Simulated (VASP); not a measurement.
# TiH5 (P1) in VASP: single point with PBE

Aim: the single point of TiH5 with PBE.

Program: VASP 6.6.1. These are calculated values, not measurements. Logs are shortened: lines on timing, memory, paths and dates and some standing lists are left out, and cuts for length are marked.

**1. The cell of the first run**

The typed cell holds 12 atoms: a = 2.948 Å, b = 2.948 Å, c = 17.216 Å, α = 90.24°, β = 91.46°, γ = 119.96°.

**2. Single point, PBE (10.80 Å³/atom)**

File INCAR:

```
PREC = Accurate
ENCUT = 520
EDIFF = 1E-6
ISMEAR = 0
SIGMA = 0.1
LREAL = False
LASPH = True
NELM = 80
ALGO = Normal
ISIF = 2
LWAVE = False
LCHARG = False
GGA = PE
NBANDS = 29
```

File KPOINTS:

```
Automatic mesh
0
Gamma
  12 12 2
```

File POSCAR:

```
TiH5
1.0
    2.9484141730     -0.0001883645      0.0017932912
   -1.4720101878      2.5545456138     -0.0008112284
   -0.4493215096     -0.3352257559     17.2070906462
Ti H
2 10
Direct
    0.6860435942      0.3079477257      0.0802415621
    0.3187659410      0.6206948816      0.9220054047
    0.3428487484      0.6354524020      0.0348734660
    0.0312700072      0.9817550057      0.1352834483
    0.9735518978      0.9469022300      0.8669428139
    0.6619361513      0.2932097590      0.9673775068
    0.2851583606      0.7497197238      0.6935325297
    0.3635198555      0.5999374585      0.6670135230
    0.6008310669      0.4187657978      0.3048092486
    0.7326787770      0.3169893146      0.3316106507
    0.9285203596      0.1054688344      0.5112532267
    0.0748752405      0.0231568668      0.4850566194
```

Potentials or basis: VASP PAW PBE potentials, release 64 (Ti_sv, H).

Launch:

```
$ cat potpaw_PBE.64/Ti_sv/POTCAR potpaw_PBE.64/H/POTCAR > POTCAR
$ mpirun -np 1 vasp_std > vasp.out
```

OUTCAR:

```text
PREC = Accurate
   ENCUT = 520
   EDIFF = 1E-6
   ISMEAR = 0
   LREAL = False
   LASPH = True
   NELM = 80
   ISIF = 2
   GGA = PE

 ion  position               nearest neighbor table
   1  0.686  0.308  0.080-   3 1.87   3 1.87   3 1.87
   2  0.319  0.621  0.922-   6 1.87   6 1.87   6 1.87
   3  0.343  0.635  0.035-   1 1.87   1 1.87   1 1.87
   4  0.031  0.982  0.135-
   5  0.974  0.947  0.867-
   6  0.662  0.293  0.967-   2 1.87   2 1.87   2 1.87
   7  0.285  0.750  0.694-   8 0.75
   8  0.364  0.600  0.667-   7 0.75
   9  0.601  0.419  0.305-  10 0.75
  10  0.733  0.317  0.332-   9 0.75
  11  0.929  0.105  0.511-  12 0.75
  12  0.075  0.023  0.485-  11 0.75

  LATTYP: Found a triclinic cell.
 ALAT       =     2.9484147244
 B/A-ratio  =     0.9999636809
 C/A-ratio  =     6.0377881719
 COS(alpha) =     0.0037637311
 COS(beta)  =     0.2238986160
 COS(gamma) =     0.4993283561

  Lattice vectors:

 A1 = (  -2.9484141730,   0.0001883645,  -0.0017932912)
 A2 = (  -1.4720101878,   2.5545456138,  -0.0008112284)
 A3 = (  -3.9754966486,  -2.2189431289, -17.2098660002)

Analysis of symmetry for initial positions (statically):
=====================================================================
 Subroutine PRICEL returns:
 Original cell was already a primitive cell.

 Routine SETGRP: Setting up the symmetry group for a
 triclinic supercell.

 Subroutine GETGRP returns: Found  1 space group operations
 (whereof  1 operations were pure point group operations)
 out of a pool of  2 trial point group operations.

The static configuration has the point symmetry C_1 .

Analysis of symmetry for dynamics (positions and initial velocities):
=====================================================================
 Subroutine PRICEL returns:
 Original cell was already a primitive cell.

 Routine SETGRP: Setting up the symmetry group for a
 triclinic supercell.

 Subroutine GETGRP returns: Found  1 space group operations
 (whereof  1 operations were pure point group operations)
 out of a pool of  2 trial point group operations.

The dynamic configuration has the point symmetry C_1 .

 Subroutine INISYM returns: Found  1 space group operations
[... 123 lines left out ...]
   ISIF   =      2    stress and relaxation
   ISYM   =      2    0-nonsym 1-usesym 2-fastsym
   POTIM  = 0.5000    time-step for ionic-motion
   TEBEG  =    0.0;   TEEND  =   0.0 temperature during run
   PSTRESS=    0.0 pullay stress
   NELECT =      34.0000    total number of electrons
   NUPDOWN=      -1.0000    fix difference up-down
   EMIN   =  10.00;   EMAX   =-10.00  energy-range for DOS
   EFERMI =   0.00;   METHOD = LEGACY
   ISMEAR =     0;   SIGMA  =   0.10  broadening in eV -4-tet -1-fermi 0-gaus
   EFERMI_NEDOS =   21; number of points for ismear=-14 and -15
   IALGO  =     38    algorithm
   IMIX   =      4    mixing-type and parameters
     AMIX     =   0.40;   BMIX     =  1.00
     AMIX_MAG =   1.60;   BMIX_MAG =  1.00
  volume/ion in A,a.u.               =      10.80        72.88
  Fermi-wavevector in a.u.,A,eV,Ry     =   1.048015  1.980461 14.943764  1.098336
  Thomas-Fermi vector in A             =   2.182919
   LORBIT       =      0    0 simple, 1 ext, 2 COOP (PROOUT), +10 PAW based schemes
   GGA     = PE    functional components
   LHFCALC =     F    Hartree Fock is set to
   AEXX    =    0.0000 exact exchange contribution
   IVDW    =     0    specifies the selected vdW correction
   LEPSILON=     F    determine dielectric tensor
   LRPA    =     F    only Hartree local field effects (RPA)
 non-spin polarized calculation
 Gauss-broadening in eV      SIGMA  =   0.10
  energy-cutoff  :      520.00
  volume of cell :      129.60
 maximum number of plane-waves:      3559
 NGX is ok and might be reduce to    24
   NGX = 11   NGY = 11   NGZ = 63

 number of electron      33.9999999 magnetization

 Free energy of the ion-electron system (eV)
  ---------------------------------------------------
  ext. energy  EPLUGINS =         0.00000000
  ---------------------------------------------------
  free energy    TOTEN  =       -51.41988618 eV

  energy without entropy =      -51.41030296  energy(sigma->0) =      -51.41509457

 E-fermi :   0.3351     XC(G=0):  -7.2386

 val. band max:        0.3101302482   @ k =  -0.3333   0.1667   0.5000
 cond. band min:       0.5016512153   @ k =   0.2500   0.2500   0.0000
 fundamental gap:      0.1915209671
 Fermi energy:         0.3350684666

 k-point     1 :       0.0000    0.0000    0.0000
  band No.  band energies     occupation
      1     -56.7631      2.00000
      2     -56.7412      2.00000
      3     -33.2625      2.00000
      4     -33.0822      2.00000
      5     -32.7039      2.00000
      6     -32.7023      2.00000
[... 757 lines left out ...]
     28       6.9654      0.00000
     29       7.1644      0.00000

 [... further k-points ...]

------------------------ aborting loop because EDIFF is reached ----------------------------------------

  FORCE on cell =-STRESS in cart. coord.  units (eV):
  Direction    XX          YY          ZZ          XY          YZ          ZX
  --------------------------------------------------------------------------------------
  -------------------------------------------------------------------------------------
  Total       -0.0339565     -0.0094465     -0.1079998      0.0186193     -0.0038198      0.0150500
  in kB       -0.4197907     -0.1167827     -1.3351588      0.2301824     -0.0472222      0.1860573
  external PRESSURE =      -0.6239107 kB  Pullay stress =       0.0000000 kB

 VOLUME and BASIS-vectors are now :
 -----------------------------------------------------------------------------
  energy-cutoff  :      520.00
  volume of cell :      129.60
      direct lattice vectors                 reciprocal lattice vectors
     2.948414173 -0.000188365  0.001793291     0.339170159  0.195444623  0.012664228
    -1.472010188  2.554545614 -0.000811228     0.000020371  0.391473211  0.007627150
    -0.449321510 -0.335225756 17.207090646    -0.000035347 -0.000001913  0.058114617

 POSITION                                       TOTAL-FORCE (eV/Angst)
 -----------------------------------------------------------------------------------
      1.53338      0.75964      1.38170         0.000136     -0.000177      0.006044
     -0.38809      1.27645     15.86510         0.000620     -0.000194     -0.006443
      0.05980      1.61154      0.60017         0.000389      0.000145     -0.004475
     -1.41374      2.46258      2.32709         0.000051     -0.000163     -0.000613
      1.08705      2.12810     14.91854         0.000719     -0.000111      0.000429
      1.08539      0.42460     16.64670         0.000259     -0.000406      0.003962
     -0.57445      1.68265     11.93358         0.012095     -0.010863     -0.011267
     -0.11101      1.30890     11.47753        -0.013271      0.011319      0.011149
      1.01811      0.96746      5.24562         0.015273     -0.007547      0.011994
      1.54463      0.69846      5.70711        -0.015384      0.007551     -0.010720
      2.35269      0.09786      8.79876         0.014926     -0.004130     -0.010979
     -0.03127     -0.10346      8.34653        -0.015815      0.004575      0.010918
 -----------------------------------------------------------------------------------
    total drift:                               -0.000143     -0.000003     -0.000441

  FREE ENERGIE OF THE ION-ELECTRON SYSTEM (eV)
  ---------------------------------------------------
  free  energy   TOTEN  =       -51.4198861810 eV

  energy  without entropy=      -51.4103029637  energy(sigma->0) =      -51.41509457
```

OSZICAR:

```text
N       E                     dE             d eps       ncg     rms          rms(c)
DAV:   1     0.331448237337E+03    0.33145E+03   -0.16341E+04  8672   0.113E+03
DAV:   2    -0.175559765943E+02   -0.34900E+03   -0.33576E+03  8852   0.356E+02
DAV:   3    -0.537276925972E+02   -0.36172E+02   -0.35886E+02 13758   0.108E+02
DAV:   4    -0.576791263002E+02   -0.39514E+01   -0.39308E+01 13394   0.281E+01
DAV:   5    -0.579858566092E+02   -0.30673E+00   -0.30669E+00 11809   0.562E+00    0.197E+01
DAV:   6    -0.522648194994E+02    0.57210E+01   -0.13242E+01 10287   0.296E+01    0.583E+00
DAV:   7    -0.515724477813E+02    0.69237E+00   -0.21133E+00 12412   0.656E+00    0.291E+00
DAV:   8    -0.514247005152E+02    0.14775E+00   -0.32855E-01 10678   0.400E+00    0.103E+00
DAV:   9    -0.514795484970E+02   -0.54848E-01   -0.52517E-01 13256   0.488E+00    0.178E+00
DAV:  10    -0.514215672022E+02    0.57981E-01   -0.32881E-01 12224   0.251E+00    0.344E-01
DAV:  11    -0.514213939164E+02    0.17329E-03   -0.10968E-02 11501   0.797E-01    0.789E-02
DAV:  12    -0.514206548451E+02    0.73907E-03   -0.13063E-03 10988   0.289E-01    0.645E-02
DAV:  13    -0.514200489229E+02    0.60592E-03   -0.50080E-04 13020   0.192E-01    0.272E-02
DAV:  14    -0.514199104938E+02    0.13843E-03   -0.17982E-04 12297   0.107E-01    0.130E-02
DAV:  15    -0.514198872745E+02    0.23219E-04   -0.50336E-05 10788   0.494E-02    0.934E-03
DAV:  16    -0.514198866723E+02    0.60220E-06   -0.16733E-05  9345   0.258E-02    0.417E-03
DAV:  17    -0.514198861810E+02    0.49136E-06   -0.41081E-06  8970   0.155E-02
   1 F= -.51419886E+02 E0= -.51415095E+02  d E =-.958322E-02
```

stdout:

```text
POSCAR found type information on POSCAR TiH
 POSCAR found :  2 types and      12 ions
 scaLAPACK will be used
 LDA part: xc-table for (Slater+PW92), standard interpolation
 POSCAR, INCAR and KPOINTS ok, starting setup
 FFT: planning ... GRIDC
 FFT: planning ... GRID_SOFT
 FFT: planning ... GRID
 WAVECAR not read
 entering main loop
```

Wall time 20 min (1 thread of Intel Xeon 8259CL, shared host); peak memory 0.57 GiB.

Results:

* Free energy: -51.4199 eV
* Pressure: -0.1 GPa
* Largest force: 0.021 eV/Å
* Band gap on the k mesh: zero (bands 17 and 18 overlap by 0.64 eV)

Forces in eV/Å, atoms in the order of the input:
```
Ti   0.000  0.000  0.006
Ti   0.001  0.000 -0.006
H    0.000  0.000 -0.004
H    0.000  0.000 -0.001
H    0.001  0.000  0.000
H    0.000  0.000  0.004
H    0.012 -0.011 -0.011
H   -0.013  0.011  0.011
H    0.015 -0.008  0.012
H   -0.015  0.008 -0.011
H    0.015 -0.004 -0.011
H   -0.016  0.005  0.011
```

Stress tensor (GPa, compression positive):
```
-0.04  0.02  0.02
 0.02 -0.01  0.00
 0.02  0.00 -0.13
```

The gap in the log of VASP goes by the Fermi energy; the results here count the filled bands.